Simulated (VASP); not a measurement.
# Sc (I4/mmm) in VASP: single point with PBE

Aim: the single point of Sc with PBE.

All numbers are computed with VASP 6.6.1; they aren't measurements. Logs are shortened: lines on timing, memory, paths and dates and some standing lists are left out, and cuts for length are marked.

## 1. The cell of the first run

The typed cell holds 8 atoms: a = 6.538 Å, b = 6.538 Å, c = 4.618 Å, α = 90.00°, β = 90.00°, γ = 90.00°.

This isn't the form of Sc at room conditions, which is hcp.

## 2. Single point, PBE

INCAR reads:

```
SYSTEM = Sc
ALGO     = Fast           ! electronic algorithm
EDIFF    = 1E-6           ! SCF threshold, eV
ENCUT    = 520            ! plane-wave cutoff, eV
GGA      = PE             ! functional
ISIF     = 2              ! what is computed and relaxed
ISMEAR   = 0              ! smearing method
LASPH    = .TRUE.         ! aspherical terms in the spheres
LCHARG   = .FALSE.        ! write CHGCAR
LREAL    = .FALSE.        ! projectors in reciprocal space
LWAVE    = .FALSE.        ! write WAVECAR
NBANDS   = 54             ! bands
NELM     = 80             ! most SCF steps
PREC     = Accurate       ! precision mode
SIGMA    = 0.1            ! smearing width, eV
```

KPOINTS reads:

```
k-points
0
G
  6 6 8
  0 0 0
```

POSCAR reads:

```
Sc
1.0
    6.5379312210      0.0000000000      0.0000000000
    0.0000000000      6.5379312210      0.0000000000
    0.0000000000      0.0000000000      4.6175264116
Sc
8
Direct
    0.5000079075      0.7500010099      0.0000000000
    0.4999920925      0.2499989901      0.0000000000
    0.7500010099      0.4999920925      0.5000000000
    0.2499989901      0.5000079075      0.5000000000
    1.0000079075      0.7499989901      0.0000000000
   -0.0000079075      0.2500010099      0.0000000000
    0.7499989901     -0.0000079075      0.5000000000
    0.2500010099      1.0000079075      0.5000000000
```

Potentials or basis: VASP PAW PBE potentials, release 64 (Sc_sv).

On the command line:

```sh
> cat potpaw_PBE.64/Sc_sv/POTCAR > POTCAR
> mpirun -np 1 vasp_std > vasp.out
```

OUTCAR:

```text
SYSTEM = Sc
   EDIFF = 1E-6
   ENCUT = 520
   GGA = PE
   ISIF = 2
   ISMEAR = 0
   LASPH = .TRUE.
   LREAL = .FALSE.
   NELM = 80
   PREC = Accurate

 ion  position               nearest neighbor table
   1  0.500  0.750  0.000-   7 3.27   7 3.27   3 3.27   3 3.27   4 3.27   4 3.27   8 3.27   8 3.27
                             2 3.27   5 3.27   5 3.27   2 3.27
   2  0.500  0.250  0.000-   8 3.27   8 3.27   3 3.27   3 3.27   4 3.27   4 3.27   7 3.27   7 3.27
                             1 3.27   6 3.27   6 3.27   1 3.27
   3  0.750  0.500  0.500-   6 3.27   6 3.27   1 3.27   1 3.27   2 3.27   2 3.27   5 3.27   5 3.27
                             4 3.27   7 3.27   7 3.27   4 3.27
   4  0.250  0.500  0.500-   5 3.27   5 3.27   1 3.27   1 3.27   2 3.27   2 3.27   6 3.27   6 3.27
                             3 3.27   8 3.27   8 3.27   3 3.27
   5  0.000  0.750  0.000-   4 3.27   4 3.27   8 3.27   7 3.27   7 3.27   8 3.27   3 3.27   3 3.27
                             6 3.27   1 3.27   1 3.27   6 3.27
   6  1.000  0.250  0.000-   3 3.27   3 3.27   8 3.27   7 3.27   7 3.27   8 3.27   4 3.27   4 3.27
                             5 3.27   2 3.27   2 3.27   5 3.27
   7  0.750  1.000  0.500-   1 3.27   1 3.27   6 3.27   5 3.27   5 3.27   6 3.27   2 3.27   2 3.27
                             8 3.27   3 3.27   3 3.27   8 3.27
   8  0.250  0.000  0.500-   2 3.27   2 3.27   6 3.27   5 3.27   5 3.27   6 3.27   1 3.27   1 3.27
                             7 3.27   4 3.27   4 3.27   7 3.27

  LATTYP: Found a simple tetragonal cell.
 ALAT       =     6.5379312210
 C/A-ratio  =     0.7062672053

  Lattice vectors:

 A1 = (   6.5379312210,   0.0000000000,   0.0000000000)
 A2 = (   0.0000000000,   6.5379312210,   0.0000000000)
 A3 = (   0.0000000000,   0.0000000000,   4.6175264116)

Analysis of symmetry for initial positions (statically):
=====================================================================
 Subroutine PRICEL returns:
 Original cell was already a primitive cell.

 Routine SETGRP: Setting up the symmetry group for a
 simple tetragonal supercell.

 Subroutine GETGRP returns: Found 16 space group operations
 (whereof  4 operations were pure point group operations)
 out of a pool of 16 trial point group operations.

The static configuration has the point symmetry C_2h.
 The point group associated with its full space group is D_4h.

Analysis of symmetry for dynamics (positions and initial velocities):
=====================================================================
 Subroutine PRICEL returns:
 Original cell was already a primitive cell.

 Routine SETGRP: Setting up the symmetry group for a
 simple tetragonal supercell.

 Subroutine GETGRP returns: Found 16 space group operations
 (whereof  4 operations were pure point group operations)
[... 127 lines left out ...]
   NUPDOWN=      -1.0000    fix difference up-down
   EMIN   =  10.00;   EMAX   =-10.00  energy-range for DOS
   EFERMI =   0.00;   METHOD = LEGACY
   ISMEAR =     0;   SIGMA  =   0.10  broadening in eV -4-tet -1-fermi 0-gaus
   EFERMI_NEDOS =   21; number of points for ismear=-14 and -15
   IALGO  =     68    algorithm
   IMIX   =      4    mixing-type and parameters
     AMIX     =   0.40;   BMIX     =  1.00
     AMIX_MAG =   1.60;   BMIX_MAG =  1.00
  volume/ion in A,a.u.               =      24.67       166.49
  Fermi-wavevector in a.u.,A,eV,Ry     =   1.250659  2.363403 21.281536  1.564149
  Thomas-Fermi vector in A             =   2.384643
   LORBIT       =      0    0 simple, 1 ext, 2 COOP (PROOUT), +10 PAW based schemes
   GGA     = PE    functional components
   LHFCALC =     F    Hartree Fock is set to
   AEXX    =    0.0000 exact exchange contribution
   IVDW    =     0    specifies the selected vdW correction
   LEPSILON=     F    determine dielectric tensor
   LRPA    =     F    only Hartree local field effects (RPA)
 non-spin polarized calculation
 RMM-DIIS sequential band-by-band and
 Gauss-broadening in eV      SIGMA  =   0.10
  energy-cutoff  :      520.00
  volume of cell :      197.37
 maximum number of plane-waves:      5360
 NGX is ok and might be reduce to    50
   NGX = 25   NGY = 25   NGZ = 17

 number of electron      87.9999966 magnetization

 Free energy of the ion-electron system (eV)
  ---------------------------------------------------
  ext. energy  EPLUGINS =         0.00000000
  ---------------------------------------------------
  free energy    TOTEN  =       -49.64852084 eV

  energy without entropy =      -49.56862202  energy(sigma->0) =      -49.60857143

 E-fermi :   3.7324     XC(G=0):  -9.8714

 val. band max:        3.7283480992   @ k =   0.3333   0.0000   0.3750
 cond. band min:       3.7369062339   @ k =   0.3333   0.1667   0.5000
 fundamental gap:      0.0085581347
 Fermi energy:         3.7324482934

 k-point     1 :       0.0000    0.0000    0.0000
  band No.  band energies     occupation
      1     -45.7051      2.00000
      2     -45.6464      2.00000
      3     -45.6464      2.00000
      4     -45.6464      2.00000
      5     -45.6464      2.00000
      6     -45.6272      2.00000
[... 1357 lines left out ...]
     53       4.5963      0.00000
     54       5.4701      0.00000

 [... further k-points ...]

------------------------ aborting loop because EDIFF is reached ----------------------------------------

  FORCE on cell =-STRESS in cart. coord.  units (eV):
  Direction    XX          YY          ZZ          XY          YZ          ZX
  --------------------------------------------------------------------------------------
  -------------------------------------------------------------------------------------
  Total       -0.0155340     -0.0155340     -0.0286738      0.0000000     -0.0000000     -0.0000000
  in kB       -0.1260969     -0.1260969     -0.2327586      0.0000000     -0.0000000     -0.0000000
  external PRESSURE =      -0.1616508 kB  Pullay stress =       0.0000000 kB

 VOLUME and BASIS-vectors are now :
 -----------------------------------------------------------------------------
  energy-cutoff  :      520.00
  volume of cell :      197.37
      direct lattice vectors                 reciprocal lattice vectors
     6.537931221  0.000000000  0.000000000     0.152953582  0.000000000  0.000000000
     0.000000000  6.537931221  0.000000000     0.000000000  0.152953582  0.000000000
     0.000000000  0.000000000  4.617526412     0.000000000  0.000000000  0.216566168

 POSITION                                       TOTAL-FORCE (eV/Angst)
 -----------------------------------------------------------------------------------
      3.26902      4.90346      0.00000        -0.000110     -0.000075     -0.000000
      3.26891      1.63448      0.00000         0.000110      0.000075      0.000000
      4.90346      3.26891      2.30876        -0.000075      0.000110      0.000000
      1.63448      3.26902      2.30876         0.000075     -0.000110     -0.000000
      0.00005      4.90344      0.00000        -0.000110      0.000075      0.000000
      6.53788      1.63449      0.00000         0.000110     -0.000075      0.000000
      4.90344      6.53788      2.30876         0.000075      0.000110     -0.000000
      1.63449      0.00005      2.30876        -0.000075     -0.000110     -0.000000
 -----------------------------------------------------------------------------------
    total drift:                                0.000000      0.000000      0.000000

  FREE ENERGIE OF THE ION-ELECTRON SYSTEM (eV)
  ---------------------------------------------------
  free  energy   TOTEN  =       -49.6485208399 eV

  energy  without entropy=      -49.5686220172  energy(sigma->0) =      -49.60857143
```

OSZICAR:

```text
N       E                     dE             d eps       ncg     rms          rms(c)
DAV:   1     0.205126713173E+04    0.20513E+04   -0.38486E+04  5416   0.173E+03
DAV:   2     0.113677808732E+03   -0.19376E+04   -0.19191E+04  7896   0.827E+02
DAV:   3    -0.452816769764E+02   -0.15896E+03   -0.15520E+03  8808   0.341E+02
[... 17 lines left out ...]
RMM:  21    -0.496485149774E+02   -0.37277E-05   -0.37530E-05  4745   0.634E-03    0.545E-04
RMM:  22    -0.496485176569E+02   -0.26795E-05   -0.27660E-05  4630   0.556E-03    0.433E-04
RMM:  23    -0.496485191449E+02   -0.14880E-05   -0.15306E-05  4327   0.436E-03    0.364E-04
RMM:  24    -0.496485202121E+02   -0.10671E-05   -0.11129E-05  3949   0.377E-03    0.315E-04
RMM:  25    -0.496485208399E+02   -0.62787E-06   -0.64348E-06  3667   0.312E-03
   1 F= -.49648521E+02 E0= -.49608571E+02  d E =-.798988E-01
```

Run time: 11 min. Hardware: 1 thread of Intel Xeon Platinum 8488C (Sapphire Rapids), shared host; peak memory 0.51 GiB.

Results:

* Free energy: -49.6485 eV
* Pressure: 0.0 GPa
* Band gap on the k mesh: zero (bands 44 and 45 overlap by 0.61 eV)
